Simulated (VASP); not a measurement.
# CdS: single point with PBE

CdS:

```xyz
2
Lattice="0.0000 2.9499 2.8319 2.9499 0.0000 2.8319 2.9499 2.9499 0.0000" Properties=species:S:1:pos:R:3 pbc="T T T"
Cd    0.0000    0.0000    0.0000
S     4.4248    4.4248    4.2478
```

This cell differs from its parent crystal: ratio of the length along z to the lengths across it x 0.96, volume and fractional coordinates fixed.

```
Program                : VASP 6.6.1
Task                   : single point
Functional             : PBE
Potentials or basis    : VASP PAW PBE potentials, release 64 (Cd, S)
Cutoff                 : 520 eV
k mesh                 : 10 × 10 × 10
Occupations            : gaussian, width 0.05 eV
Spin                   : no spin polarisation
Dipole correction      : no
Further INCAR settings : ALGO = Normal; EDIFF = 1e-07; NBANDS = 16
```

```
Pressure               : 3.6 GPa
Band gap on the k mesh : 1.09 eV, direct
```

Stress tensor (GPa, compression positive):
```
3.43 0.00 0.00
0.00 3.43 0.00
0.00 0.00 4.00
```

Levels at points of the mesh, in eV from the valence-band top:
```tsv
k point	band 6	band 7	band 8	band 9	band 10	band 11	band 12	band 13
(0.00, 0.00, 0.00)	-7.33	-0.11	-0.11	0.00	1.09	6.48	6.48	6.49
(0.50, 0.00, 0.00)	-6.95	-4.51	-0.91	-0.75	2.94	6.79	7.11	7.44
(0.50, 0.50, 0.00)	-6.83	-3.89	-2.08	-2.08	3.38	4.05	9.47	10.68
(0.50, 0.00, 0.50)	-6.92	-4.13	-1.95	-1.88	3.52	4.41	9.04	10.54
```

Wall time 38 s on 1 thread of Intel(R) Xeon(R) 6975P-C (Granite Rapids) (shared host), peak memory 0.22 GiB.
